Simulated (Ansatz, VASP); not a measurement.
**MgZn4O: VASP beside Ansatz**

```
Mg Zn O
1.0
     2.90960    0.00000    0.00000
     0.00000    2.90960    0.00000
     0.00000    0.00000   19.70587
Mg Zn O
2 8 2
Direct
  0.00000 0.50000 0.94323
  0.50000 0.00000 0.05677
  0.00000 0.50000 0.73063
  0.50000 0.00000 0.64016
  0.00000 0.50000 0.54791
  0.50000 0.00000 0.81599
  0.00000 0.50000 0.18401
  0.50000 0.00000 0.26937
  0.00000 0.50000 0.35984
  0.50000 0.00000 0.45209
  0.00000 0.50000 0.05533
  0.50000 0.00000 0.94467
```

Alike in both runs: functional PBE; k mesh 5 × 5 × 1; occupations gaussian, width 0.2 eV; no spin polarisation.

Ansatz relaxed the structure, and its values are those at the end. VASP's run is a single point on that final structure, the one shown.

|  | VASP | Ansatz |
| --- | --- | --- |
| version | VASP 6.6.1 | Ansatz 0.2.0 |
| potentials or method | VASP PAW PBE potentials, release 64 (Mg, Zn, O), cutoff 520 eV | scalar-relativistic, plane waves, PAW |
| valence electrons in the cell | 112 | 128 |

Ansatz gave:

* gap on the k mesh at the Fermi level (eV): none
* pressure (GPa): 0.2
* rms of the force components (eV/Å): 0.016

Which values does VASP return?

gap on the k mesh at the Fermi level (eV): none; pressure (GPa): 0.2; rms of the force components (eV/Å): 0.020.

A gap of «none» marks a metal or a gap that the smearing closes. With one functional, cell and mesh, what is left measures potentials, basis and numerics. VASP's potentials hold 112 valence electrons a cell and Ansatz's 128, so a difference there can come from the potentials and not from the codes.

The k mesh is coarse, so the values compare programs but aren't converged.
